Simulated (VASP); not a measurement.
Set up this calculation in VASP 6.6.1, as the native input.

- Task: single point
- Functional: r2SCAN
- Potentials or basis: VASP PAW PBE potentials, release 64 (Mg)
- Cutoff: 660 eV
- k mesh: 6 × 6 × 6
- Occupations: fermi-dirac, width 0.1 eV
- Spin: no spin polarisation
- Dipole correction: no
- Further INCAR settings: ALGO = Normal; EDIFF = 1e-06; NBANDS = 7

The system is Mg.

```xyz
1
Lattice="2.9995 0.0000 0.0000 0.0000 2.9995 0.0000 0.0000 0.0000 2.9995" Properties=species:S:1:pos:R:3 pbc="T T T"
Mg    0.0000    0.0000    0.0000
```

These files were run (other wordings do the same):

POSCAR

```
Mg
1.0
    2.9994979981      0.0000000000      0.0000000000
    0.0000000000      2.9994979981      0.0000000000
    0.0000000000      0.0000000000      2.9994979981
Mg
1
Direct
    0.0000000000      0.0000000000      0.0000000000
```

INCAR.step1

```
  PREC = Accurate
  ENCUT = 660
  ISMEAR = -1
  SIGMA = 0.1
  LREAL = F
  LASPH = T
  NELM = 120
  NBANDS = 7
  GGA = PE
  ALGO = Normal
  EDIFF = 1E-5
  LWAVE = T
  LCHARG = F
  GGA_COMPAT = F
```

INCAR.step2

```
  PREC = Accurate
  ENCUT = 660
  EDIFF = 1E-6
  ISMEAR = -1
  SIGMA = 0.1
  LREAL = F
  LASPH = T
  NELM = 120
  ALGO = Normal
  ISIF = 2
  LWAVE = F
  LCHARG = F
  METAGGA = R2SCAN
  LMIXTAU = T
  NBANDS = 7
  ISTART = 1
  GGA_COMPAT = F
```

KPOINTS

```
regular mesh
0
Gamma
  6 6 6
```

Potentials or basis: VASP PAW PBE potentials, release 64 (Mg).

Run with:

```sh
$ cat potpaw_PBE.64/Mg/POTCAR > POTCAR
$ cp INCAR.step1 INCAR
$ mpirun -np 1 vasp_std > vasp.out
$ cp INCAR.step2 INCAR
$ mpirun -np 1 vasp_std > vasp.out
```

It gave:

The pressure is -0.1 GPa and the band gap on the k mesh is zero (band 1 reaches 6.80 eV, above the bottom of band 2 at -0.44 eV).

Caveat: the PAW data sets were made with another functional, which shifts forces and pressure a little.

It took 11 s on 1 thread of Intel(R) Xeon(R) 6975P-C (Granite Rapids), on a shared host, peak memory 0.16 GiB.
